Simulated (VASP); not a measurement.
# Sn2TeO3 (P6mm) in VASP: a series of runs

Runs on Sn2TeO3. Level: PBE. Tasks: single point.

Program: VASP 6.6.1. These are calculated values, not measurements. Logs are shortened: lines on timing, memory, paths and dates and some standing lists are left out, and cuts for length are marked.

**1. The cell of the first run**

Symmetry: P6mm, No. 183, hexagonal system. Conventional cell: a = 6.348 Å, b = 6.348 Å, c = 3.072 Å, α = 90.00°, β = 90.00°, γ = 120.00°. Sn (site symmetry 3m) has 6 O at 2.13 to 2.70 Å within 2.8 Å. Te (site symmetry 6mm) has 2 Te at 3.07 Å and 6 O at 3.17 Å and 6 Sn at 3.82 Å within 4.0 Å. O (site symmetry 2mm) has 4 Sn at 2.13 to 2.70 Å within 2.8 Å.

**2. Single point, PBE**

File INCAR:

```
PREC = Accurate ; ENCUT = 520
EDIFF = 1E-6 ; ISMEAR = 0
SIGMA = 0.1 ; LREAL = F
LASPH = T ; NELM = 100
ALGO = Normal ; ISIF = 2
LWAVE = F ; LCHARG = F
GGA = PE ; NBANDS = 35
```

File KPOINTS:

```
Automatic mesh
0
Gamma
  3 3 6
```

File POSCAR:

```
Sn2TeO3
1.0
    6.3481238030      0.0000000000      0.0000000000
   -3.1740619015      5.4976364797      0.0000000000
    0.0000000000      0.0000000000      3.0718409344
Sn Te O
2 1 3
Direct
    0.6666666667      0.3333333333      0.4324147381
    0.3333333333      0.6666666667      0.4324147381
    0.0000000000      0.0000000000      0.0776926623
    0.0000000000      0.5000000000      0.0758242571
    0.5000000000      0.0000000000      0.0758242571
    0.5000000000      0.5000000000      0.0758242571
```

Potentials or basis: VASP PAW PBE potentials, release 64 (Sn_d, Te, O).

Started as:

```bash
$ cat potpaw_PBE.64/Sn_d/POTCAR potpaw_PBE.64/Te/POTCAR potpaw_PBE.64/O/POTCAR > POTCAR
$ mpirun -np 1 vasp_std > vasp.out
```

OUTCAR:

```text
PREC = Accurate
   ENCUT = 520
   EDIFF = 1E-6
   ISMEAR = 0
   LREAL = F
   LASPH = T
   NELM = 100
   ISIF = 2
   GGA = PE

 ion  position               nearest neighbor table
   1  0.667  0.333  0.432-   5 2.13   4 2.13   6 2.13   5 2.70   4 2.70   6 2.70   2 3.67   2 3.67
                             2 3.67
   2  0.333  0.667  0.432-   5 2.13   4 2.13   6 2.13   5 2.70   4 2.70   6 2.70   1 3.67   1 3.67
                             1 3.67
   3  0.000  0.000  0.078-
   4  0.000  0.500  0.076-   1 2.13   2 2.13   1 2.70   2 2.70
   5  0.500  0.000  0.076-   1 2.13   2 2.13   1 2.70   2 2.70
   6  0.500  0.500  0.076-   1 2.13   2 2.13   1 2.70   2 2.70

  LATTYP: Found a hexagonal cell.
 ALAT       =     6.3481238030
 C/A-ratio  =     0.4838974522

  Lattice vectors:

 A1 = (   6.3481238030,   0.0000000000,   0.0000000000)
 A2 = (  -3.1740619015,   5.4976364797,   0.0000000000)
 A3 = (   0.0000000000,   0.0000000000,   3.0718409344)

Analysis of symmetry for initial positions (statically):
=====================================================================
 Subroutine PRICEL returns:
 Original cell was already a primitive cell.

 Routine SETGRP: Setting up the symmetry group for a
 hexagonal supercell.

 Subroutine GETGRP returns: Found 12 space group operations
 (whereof 12 operations were pure point group operations)
 out of a pool of 24 trial point group operations.

The static configuration has the point symmetry C_6v.

Analysis of symmetry for dynamics (positions and initial velocities):
=====================================================================
 Subroutine PRICEL returns:
 Original cell was already a primitive cell.

 Routine SETGRP: Setting up the symmetry group for a
 hexagonal supercell.

 Subroutine GETGRP returns: Found 12 space group operations
 (whereof 12 operations were pure point group operations)
 out of a pool of 24 trial point group operations.

The dynamic configuration has the point symmetry C_6v.

 Subroutine INISYM returns: Found 12 space group operations
 (whereof 12 operations are pure point group operations),
 and found     1 'primitive' translations

----------------------------------------------------------------------------------------

                                     Primitive cell

  volume of cell :     107.2063

  direct lattice vectors                    reciprocal lattice vectors
     6.348123803  0.000000000  0.000000000     0.157526858  0.090948174  0.000000000
    -3.174061902  5.497636480  0.000000000     0.000000000  0.181896348  0.000000000
     0.000000000  0.000000000  3.071840934     0.000000000  0.000000000  0.325537689

  length of vectors
     6.348123803  6.348123803  3.071840934     0.181896348  0.181896348  0.325537689

  position of ions in fractional coordinates (direct lattice)
     0.666666667  0.333333333  0.432414738
     0.333333333  0.666666667  0.432414738
     0.000000000  0.000000000  0.077692662
     1.000000000  0.500000000  0.075824257
     0.500000000  0.000000000  0.075824257
     0.500000000  0.500000000  0.075824257

  ion indices of the primitive-cell ions
   primitive index   ion index
                 1           1
                 2           2
                 3           3
                 4           4
                 5           5
                 6           6

----------------------------------------------------------------------------------------

 KPOINTS: Automatic mesh

Automatic generation of k-mesh.
 Grid dimensions read from file:
 generate k-points for:    3    3    6

 Generating k-lattice:

  Cartesian coordinates                     Fractional coordinates (reciprocal lattice)
     0.052508953  0.030316058  0.000000000     0.333333333  0.000000000  0.000000000
     0.000000000  0.060632116  0.000000000     0.000000000  0.333333333  0.000000000
     0.000000000  0.000000000  0.054256282     0.000000000  0.000000000  0.166666667

  Length of vectors
     0.060632116  0.060632116  0.054256282

  Shift w.r.t. Gamma in fractional coordinates (k-lattice)
     0.000000000  0.000000000  0.000000000

 Subroutine IBZKPT returns following result:
 ===========================================

 Found     12 irreducible k-points:

 Following reciprocal coordinates:
            Coordinates               Weight
  0.000000  0.000000  0.000000      1.000000
  0.333333 -0.000000  0.000000      6.000000
  0.333333  0.333333  0.000000      2.000000
  0.000000  0.000000  0.166667      2.000000
  0.333333 -0.000000  0.166667     12.000000
  0.333333  0.333333  0.166667      4.000000
  0.000000  0.000000  0.333333      2.000000
  0.333333 -0.000000  0.333333     12.000000
  0.333333  0.333333  0.333333      4.000000
  0.000000  0.000000  0.500000      1.000000
  0.333333 -0.000000  0.500000      6.000000
  0.333333  0.333333  0.500000      2.000000
   k-points           NKPTS =     12   k-points in BZ     NKDIM =     12   number of bands    NBANDS=     35
   number of dos      NEDOS =    301   number of ions     NIONS =      6
   total plane-waves  NPLWV =  55296
   dimension x,y,z NGX =    48 NGY =   48 NGZ =   24
   dimension x,y,z NGXF=    96 NGYF=   96 NGZF=   48
   ions per type =               2   1   3
   NGX,Y,Z   is equivalent  to a cutoff of  12.57, 12.57, 12.99 a.u.
   NGXF,Y,Z  is equivalent  to a cutoff of  25.14, 25.14, 25.98 a.u.
 SYSTEM =  unknown system
   PREC   = accura    normal or accurate (medium, high low for compatibility)
   ISTART =      0    job   : 0-new  1-cont  2-samecut
   ICHARG =      2    charge: 1-file 2-atom 10-const
   ISPIN  =      1    spin polarized calculation?
   LNONCOLLINEAR =      F non collinear calculations
   LSORBIT =      F    spin-orbit coupling
   LASPH  =      T    aspherical Exc in radial PAW
   ENCUT  =  520.0 eV  38.22 Ry    6.18 a.u.  11.80 11.80  5.71*2*pi/ulx,y,z
   NELM   =    100;   NELMIN=  2; NELMDL= -5     # of ELM steps
   EDIFF  = 0.1E-05   stopping-criterion for ELM
   LREAL  =      F    real-space projection
   EDIFFG = 0.1E-04   stopping-criterion for IOM
   NSW    =      0    number of steps for IOM
   IBRION =     -1    ionic relax: 0-MD 1-quasi-New 2-CG
   NFREE  =      0    steps in history (QN), initial steepest desc. (CG)
   ISIF   =      2    stress and relaxation
   ISYM   =      2    0-nonsym 1-usesym 2-fastsym
   POTIM  = 0.5000    time-step for ionic-motion
   TEBEG  =    0.0;   TEEND  =   0.0 temperature during run
   PSTRESS=    0.0 pullay stress
   NELECT =      52.0000    total number of electrons
   NUPDOWN=      -1.0000    fix difference up-down
   EMIN   =  10.00;   EMAX   =-10.00  energy-range for DOS
   EFERMI =   0.00;   METHOD = LEGACY
   ISMEAR =     0;   SIGMA  =   0.10  broadening in eV -4-tet -1-fermi 0-gaus
   EFERMI_NEDOS =   21; number of points for ismear=-14 and -15
   IALGO  =     38    algorithm
   IMIX   =      4    mixing-type and parameters
     AMIX     =   0.40;   BMIX     =  1.00
     AMIX_MAG =   1.60;   BMIX_MAG =  1.00
  volume/ion in A,a.u.               =      17.87       120.58
  Fermi-wavevector in a.u.,A,eV,Ry     =   1.286281  2.430719 22.511100  1.654519
  Thomas-Fermi vector in A             =   2.418365
   LORBIT       =      0    0 simple, 1 ext, 2 COOP (PROOUT), +10 PAW based schemes
   GGA     = PE    functional components
   LHFCALC =     F    Hartree Fock is set to
   AEXX    =    0.0000 exact exchange contribution
   IVDW    =     0    specifies the selected vdW correction
   LEPSILON=     F    determine dielectric tensor
   LRPA    =     F    only Hartree local field effects (RPA)
 non-spin polarized calculation
 Gauss-broadening in eV      SIGMA  =   0.10
  energy-cutoff  :      520.00
  volume of cell :      107.21
 maximum number of plane-waves:      2952
 NGX is ok and might be reduce to    48
   NGX = 23   NGY = 23   NGZ = 11

 number of electron      51.9999993 magnetization

 Free energy of the ion-electron system (eV)
  ---------------------------------------------------
  ext. energy  EPLUGINS =         0.00000000
  ---------------------------------------------------
  free energy    TOTEN  =       -29.33670849 eV

  energy without entropy =      -29.31251388  energy(sigma->0) =      -29.32461119

 E-fermi :   6.5377     XC(G=0): -10.2741

 val. band max:        6.5333147012   @ k =   0.3333  -0.0000   0.5000
 cond. band min:       6.5566345417   @ k =   0.3333   0.3333   0.1667
 fundamental gap:      0.0233198405
 Fermi energy:         6.5377413547

 k-point     1 :       0.0000    0.0000    0.0000
  band No.  band energies     occupation
      1     -15.2965      2.00000
      2     -15.2965      2.00000
      3     -15.2299      2.00000
      4     -15.2016      2.00000
      5     -15.0146      2.00000
      6     -15.0146      2.00000
[... 27 lines left out ...]
     34      14.5844      0.00000
     35      16.1967      0.00000

 k-point     2 :       0.3333   -0.0000    0.0000
  band No.  band energies     occupation
      1     -15.3008      2.00000
      2     -15.2552      2.00000
      3     -15.2260      2.00000
      4     -15.2022      2.00000
      5     -15.0819      2.00000
      6     -15.0095      2.00000
[... 27 lines left out ...]
     34      14.8429      0.00000
     35      15.5155      0.00000

 k-point     3 :       0.3333    0.3333    0.0000
  band No.  band energies     occupation
      1     -15.3051      2.00000
      2     -15.2237      2.00000
      3     -15.2237      2.00000
      4     -15.1645      2.00000
      5     -15.1645      2.00000
      6     -15.0049      2.00000
[... 27 lines left out ...]
     34      14.5671      0.00000
     35      15.5527      0.00000
[... 267 lines left out ...]
 k-point    11 :       0.3333   -0.0000    0.5000
  band No.  band energies     occupation
      1     -15.4334      2.00000
      2     -15.3781      2.00000
      3     -15.1992      2.00000
      4     -15.1167      2.00000
      5     -15.0019      2.00000
      6     -14.9973      2.00000
[... 27 lines left out ...]
     34      12.1989      0.00000
     35      13.9755      0.00000

 k-point    12 :       0.3333    0.3333    0.5000
  band No.  band energies     occupation
      1     -15.4355      2.00000
      2     -15.2947      2.00000
      3     -15.2947      2.00000
      4     -15.1150      2.00000
      5     -15.0097      2.00000
      6     -14.9847      2.00000
[... 27 lines left out ...]
     34      12.0616      0.00000
     35      14.5106      0.00000

------------------------ aborting loop because EDIFF is reached ----------------------------------------

  FORCE on cell =-STRESS in cart. coord.  units (eV):
  Direction    XX          YY          ZZ          XY          YZ          ZX
  --------------------------------------------------------------------------------------
  -------------------------------------------------------------------------------------
  Total        0.3424771      0.3424771     -0.1414253      0.0000000      0.0000000      0.0000000
  in kB        5.1182553      5.1182553     -2.1135745      0.0000000      0.0000000      0.0000000
  external PRESSURE =       2.7076454 kB  Pullay stress =       0.0000000 kB

 VOLUME and BASIS-vectors are now :
 -----------------------------------------------------------------------------
  energy-cutoff  :      520.00
  volume of cell :      107.21
      direct lattice vectors                 reciprocal lattice vectors
     6.348123803  0.000000000  0.000000000     0.157526858  0.090948174  0.000000000
    -3.174061902  5.497636480  0.000000000     0.000000000  0.181896348  0.000000000
     0.000000000  0.000000000  3.071840934     0.000000000  0.000000000  0.325537689

 POSITION                                       TOTAL-FORCE (eV/Angst)
 -----------------------------------------------------------------------------------
      3.17406      1.83255      1.32831         0.000000     -0.000000      0.081101
     -0.00000      3.66509      1.32831        -0.000000     -0.000000      0.081101
      0.00000      0.00000      0.23866         0.000000     -0.000000      0.002073
     -1.58703      2.74882      0.23292         0.000000      0.000000     -0.054758
      3.17406      0.00000      0.23292        -0.000000     -0.000000     -0.054758
      1.58703      2.74882      0.23292        -0.000000      0.000000     -0.054758
 -----------------------------------------------------------------------------------
    total drift:                                0.000000      0.000000     -0.000852

  FREE ENERGIE OF THE ION-ELECTRON SYSTEM (eV)
  ---------------------------------------------------
  free  energy   TOTEN  =       -29.3367084925 eV

  energy  without entropy=      -29.3125138834  energy(sigma->0) =      -29.32461119
```

Run time: 37 s. Hardware: 1 thread of Intel Xeon Platinum 8375C at 2.90GHz (Ice Lake), shared host; peak memory 0.24 GiB.

What came out:

```
Free energy            : -29.3367 eV
Pressure               : 0.3 GPa
Largest force          : 0.081 eV/Å
Band gap on the k mesh : zero (band 26 reaches 7.50 eV, above the bottom of band 27 at 6.04 eV)
```

Forces in eV/Å, atoms in the order of the input:
```
Sn   0.000  0.000  0.081
Sn   0.000  0.000  0.081
Te   0.000  0.000  0.002
O    0.000  0.000 -0.055
O    0.000  0.000 -0.055
O    0.000  0.000 -0.055
```

Stress tensor (GPa, compression positive):
```
 0.51  0.00  0.00
 0.00  0.51  0.00
 0.00  0.00 -0.21
```

Caveat: the k points lie up to 0.38 Å⁻¹ apart; spin-orbit coupling is left out, which moves the levels of the heavy elements.

[end of part 1 of 2]
